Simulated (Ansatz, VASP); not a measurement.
SiC5 in VASP and in Ansatz

```
Si C
1.0
     3.59627    0.00000    0.00000
    -1.79814    3.11446    0.00000
     0.00000    0.00000    8.24553
Si C
1 5
Cartesian
  0.0000 0.0000 4.1228
  -1.3932 2.4131 0.0000
  2.7864 0.0000 0.0000
  0.4049 0.7014 0.0000
  0.0000 2.0763 4.1228
  1.7981 1.0382 4.1228
```

Alike in both runs: task relaxation of cell and atoms; functional PBE; k mesh 12 × 12 × 6; occupations gaussian, width 0.1 eV; no spin polarisation.

|  | VASP | Ansatz |
| --- | --- | --- |
| version | VASP 6.6.1 | Ansatz 0.2.0 |
| potentials or method | VASP PAW PBE potentials, release 64 (Si, C), cutoff 600 eV | scalar-relativistic, plane waves, PAW |
| valence electrons in the cell | 24 | 24 |

|  | VASP | Ansatz | Ansatz less VASP |
| --- | --- | --- | --- |
| gap on the k mesh at the Fermi level, each at its own relaxed structure (eV) | none | none | - |
| relaxed volume (Å³/atom) | 15.37 | 15.39 | +0.021 |
| relaxed cell length with the largest relative difference (Å) | 3.595 | 3.596 | +0.0016 |

A gap of «none» marks a metal or a gap that the smearing closes.
